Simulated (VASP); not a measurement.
Input of a VASP 6.6.1 run:

INCAR

```
PREC = Accurate
ENCUT = 520
EDIFF = 1E-6
ISMEAR = 0
SIGMA = 0.1
LREAL = F
LASPH = T
NELM = 100
ALGO = Normal
ISIF = 2
LWAVE = F
LCHARG = F
GGA = PE
NBANDS = 20
```

The input KPOINTS:

```
regular mesh
0
Gamma
  6 6 2
```

The input POSCAR:

```
LiSb2P2
1.0
    4.7199178885     -0.0000000031      0.0000000000
   -2.3599589416      4.0875687967      0.0000000000
    0.0000000000      0.0000000000      6.2683743914
Li Sb P
1 2 2
Direct
    0.0000000000      0.0000000000      0.0000000000
    0.3333333333      0.6666666667      0.2824460875
    0.6666666667      0.3333333333      0.7175539125
    0.3333333333      0.6666666667      0.7360390693
    0.6666666667      0.3333333333      0.2639609307
```

Potentials or basis: VASP PAW PBE potentials, release 64 (Li_sv, Sb, P).

Launch:

```sh
$ cat potpaw_PBE.64/Li_sv/POTCAR potpaw_PBE.64/Sb/POTCAR potpaw_PBE.64/P/POTCAR > POTCAR
$ mpirun -np 1 vasp_std > vasp.out
```

Q: What does it give for the largest force?

A: 0.009 eV/Å.

Q: Estimate the band gap on the k mesh.

A: Zero (an odd number of electrons rules out a gap without spin polarisation).

Forces in eV/Å, atoms in the order of the input:
```
Li   0.000  0.000  0.000
Sb   0.000  0.000 -0.009
Sb   0.000  0.000  0.009
P    0.000  0.000  0.006
P    0.000  0.000 -0.006
```

Caveat: the k points lie up to 0.50 Å⁻¹ apart, too coarse for converged energies and pressures of a metal; spin-orbit coupling is left out, which moves the levels of the heavy elements; an odd number of electrons without spin polarisation forces a metal; a magnetic or distorted state may lie lower.
